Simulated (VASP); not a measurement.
## Rb: single point with PBE

Crystal: Rb.

```
CELL_PARAMETERS angstrom
0.00000 4.26560 4.26560
4.26560 0.00000 4.26560
4.26560 4.26560 0.00000
ATOMIC_POSITIONS crystal
Rb 0.87500 0.87500 0.87500
Rb 0.12500 0.12500 0.12500
```

This isn't the form of Rb at room conditions, which is bcc.

```json
{"Program": "VASP 6.6.1", "Task": "single point", "Functional": "PBE", "Potentials or basis": "VASP PAW PBE potentials, release 64 (Rb_sv)", "Cutoff": "520 eV", "k mesh": "7 × 7 × 7", "Occupations": "fermi-dirac, width 0.08 eV", "Spin": "no spin polarisation", "Dipole correction": "no", "Further INCAR settings": "ALGO = Normal; EDIFF = 1e-07; NBANDS = 16"}
```

```json
{
 "Pressure": "1.5 GPa",
 "Band gap on the k mesh": "zero (bands 9 and 10 overlap by 0.19 eV)"
}
```

Levels at points of the mesh, in eV from the Fermi level:
```csv
k point,band 7,band 8,band 9,band 10,band 11,band 12
"(0.00, 0.00, 0.00)",-13.46,-13.46,-2.22,2.10,2.10,2.37
```

Wall time 38 s on 1 thread of Intel(R) Xeon(R) 6975P-C (Granite Rapids), with other jobs on the host, peak memory 0.31 GiB.
